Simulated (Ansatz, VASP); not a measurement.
## AlN in VASP and in Ansatz

INCAR

```
PREC = Accurate ; ENCUT = 520
EDIFF = 1E-7 ; ISMEAR = 0
SIGMA = 0.02 ; LREAL = False
LASPH = True ; NELM = 80
ALGO = Normal ; ISIF = 2
LWAVE = False ; LCHARG = False
GGA = PS ; NBANDS = 16
```

The input KPOINTS:

```
Automatic mesh
0
Gamma
  9 9 6
```

POSCAR

```
AlN
1.0
    3.2150340635      0.0026443518     -0.0053820337
   -1.6052269559      2.8321213309     -0.0004612052
   -0.0086119400     -0.0058242600      5.2029558200
Al N
2 2
Direct
    0.3329920314      0.6674498285     -0.0026416231
    0.6807960019      0.3258543234      0.5049738851
    0.3417501711      0.6935614090      0.3820108477
    0.6444617956      0.3131344391      0.8856568903
```

Input for Ansatz:

```yaml
crystal:
  lattice:
    - [3.2150340635, 0.0026443518, -0.0053820337]
    - [-1.6052269559, 2.8321213309, -0.0004612052]
    - [-0.00861194, -0.00582426, 5.20295582]
  atoms:
    - { symbol: Al, position: [0.3329920314, 0.6674498285, -0.0026416231] }
    - { symbol: Al, position: [0.6807960019, 0.3258543234, 0.5049738851] }
    - { symbol: "N", position: [0.3417501711, 0.693561409, 0.3820108477] }
    - { symbol: "N", position: [0.6444617956, 0.3131344391, 0.8856568903] }
basis:
  ecutwfc: 420
kpoints:
  mp_grid: { grid: [9, 9, 6] }
hamiltonian:
  xc: pbesol
scf:
  occupations: { method: gaussian, width: 0.02 }
output:
  forces: true
  stress: true
  eigenvalues: true
```

Change from the starting cell: all atoms moved at random, cell strained at random.

Alike in both runs: task single point; functional PBEsol; k mesh 9 × 9 × 6; occupations gaussian, width 0.02 eV; no spin polarisation.

|  | VASP | Ansatz |
| --- | --- | --- |
| version | VASP 6.6.1 | Ansatz 0.2.0 |
| potentials or method | VASP PAW PBE potentials, release 64 (Al, N), cutoff 520 eV | scalar-relativistic, plane waves, PAW |
| valence electrons in the cell | 16 | 16 |

|  | VASP | Ansatz | Ansatz less VASP |
| --- | --- | --- | --- |
| gap on the k mesh at the Fermi level (eV) | 2.93 | 2.92 | -0.011 |
| least direct gap on the mesh (eV) | 2.93 | 2.92 | -0.011 |
| pressure (GPa) | -19.2 | -19.1 | +0.11 |
| traceless stress, the component that is largest in VASP (GPa) | 0.59 | 0.58 | -0.008 |
| rms of the force components (eV/Å) | 0.533 | 0.530 | -0.0034 |

VASP's potentials were made for PBE, not for PBEsol. Atom by atom the forces differ by 0.004 eV/Å (rms over components). The functional is the same, so the differences come from potentials, cutoffs and numerics.
